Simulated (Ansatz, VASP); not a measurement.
Si6P in VASP and in Ansatz

Contents of INCAR:

```
SYSTEM = Si6P
  ALGO = Normal
  EDIFF = 1E-6
  ENCUT = 520
  GGA = PE
  ISIF = 2
  ISMEAR = 0
  LASPH = .TRUE.
  LCHARG = .FALSE.
  LREAL = .FALSE.
  LWAVE = .FALSE.
  NBANDS = 24
  NELM = 100
  PREC = Accurate
  SIGMA = 0.1
```

File KPOINTS:

```
k-points
0
G
  6 6 6
  0 0 0
```

File POSCAR:

```
Si6P
1.0
    5.9435314553      0.0000000000      0.0000000000
    0.0000000000      5.9435314553      0.0000000000
    0.0000000000      0.0000000000      5.9435314553
Si P
6 1
Direct
    0.2086355512      0.5000000000      0.5000000000
    0.5000000000      0.5000000000      0.7913644488
    0.5000000000      0.5000000000      0.2086355512
    0.5000000000      0.2086355512      0.5000000000
    0.5000000000      0.7913644488      0.5000000000
    0.7913644488      0.5000000000      0.5000000000
    0.0000000000      0.0000000000      0.0000000000
```

Input for Ansatz:

```yaml
crystal:
  lattice:
    - [5.9435314553, 0.0, 0.0]
    - [0.0, 5.9435314553, 0.0]
    - [0.0, 0.0, 5.9435314553]
  atoms:
    - { symbol: Si, position: [0.2086355512, 0.5, 0.5] }
    - { symbol: Si, position: [0.5, 0.5, 0.7913644488] }
    - { symbol: Si, position: [0.5, 0.5, 0.2086355512] }
    - { symbol: Si, position: [0.5, 0.2086355512, 0.5] }
    - { symbol: Si, position: [0.5, 0.7913644488, 0.5] }
    - { symbol: Si, position: [0.7913644488, 0.5, 0.5] }
    - { symbol: P, position: [0.0, 0.0, 0.0] }
basis:
  ecutwfc: 420
kpoints:
  mp_grid: { grid: [6, 6, 6] }
  band_path:
    path:
      - [[0.0, 0.0, 0.0], [0.0, 0.5, 0.0], [0.5, 0.5, 0.0], [0.0, 0.0, 0.0], [0.5, 0.5, 0.5], [0.0, 0.5, 0.0]]
      - [[0.5, 0.5, 0.5], [0.5, 0.5, 0.0]]
    npoints: 14
hamiltonian:
  xc: pbe
scf:
  occupations: { method: gaussian, width: 0.1 }
  n_extra_bands: 17
output:
  forces: true
  stress: true
  eigenvalues: true
  populations: true
  dos: { projected: true, de: 0.02, nscf_kmesh: { grid: [8, 8, 8] } }
  bader: true
```

Alike in both runs: task single point; functional PBE; k mesh 6 × 6 × 6; occupations gaussian, width 0.1 eV; no spin polarisation.

|  | VASP | Ansatz |
| --- | --- | --- |
| version | VASP 6.6.1 | Ansatz 0.2.0 |
| potentials or method | VASP PAW PBE potentials, release 64 (Si, P), cutoff 520 eV | scalar-relativistic, plane waves, PAW |
| valence electrons in the cell | 29 | 29 |

```tsv
	VASP	Ansatz	Ansatz less VASP
gap on the k mesh at the Fermi level (eV)	none	none	-
pressure (GPa)	0.0	0.0	+0.04
```

A gap of «none» marks a metal or a gap that the smearing closes.
